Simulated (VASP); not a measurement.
A run of VASP 6.6.1:

The input INCAR:

```
SYSTEM = InSb
PREC     = Accurate       ! precision mode
ENCUT    = 520            ! plane-wave cutoff, eV
EDIFF    = 1E-7           ! SCF threshold, eV
ISMEAR   = 0              ! smearing method
SIGMA    = 0.15           ! smearing width, eV
LREAL    = .False.        ! projectors in reciprocal space
LASPH    = .True.         ! aspherical terms in the spheres
NELM     = 80             ! most SCF steps
ALGO     = Normal         ! electronic algorithm
ISIF     = 2              ! what is computed and relaxed
LWAVE    = .False.        ! write WAVECAR
LCHARG   = .False.        ! write CHGCAR
GGA      = PS             ! functional
NBANDS   = 16             ! bands
```

Contents of KPOINTS:

```
regular mesh
0
Gamma
  16 16 16
  0 0 0
```

The input POSCAR:

```
InSb
1.0
    0.0000000000      3.2599290654      3.2599290654
    3.1621311934      0.0000000000      3.2599290654
    3.1621311934      3.2599290654      0.0000000000
In Sb
1 1
Direct
    0.0000000000      0.0000000000      0.0000000000
    0.7500000000      0.7500000000      0.7500000000
```

Potentials or basis: VASP PAW PBE potentials, release 64 (In_d, Sb).

The run is started by

```bash
$ cat potpaw_PBE.64/In_d/POTCAR potpaw_PBE.64/Sb/POTCAR > POTCAR
$ mpirun -np 1 vasp_std > vasp.out
```

Hardware: 1 thread of Intel(R) Xeon(R) Platinum 8488C (Sapphire Rapids) (shared host).

Problem. Estimate the wall time of this run.

Solution. Wall time 3.5 min on 1 thread of Intel(R) Xeon(R) Platinum 8488C (Sapphire Rapids), with other jobs on the host, peak memory 0.51 GiB. Counts: scf iterations 14, k points 349.
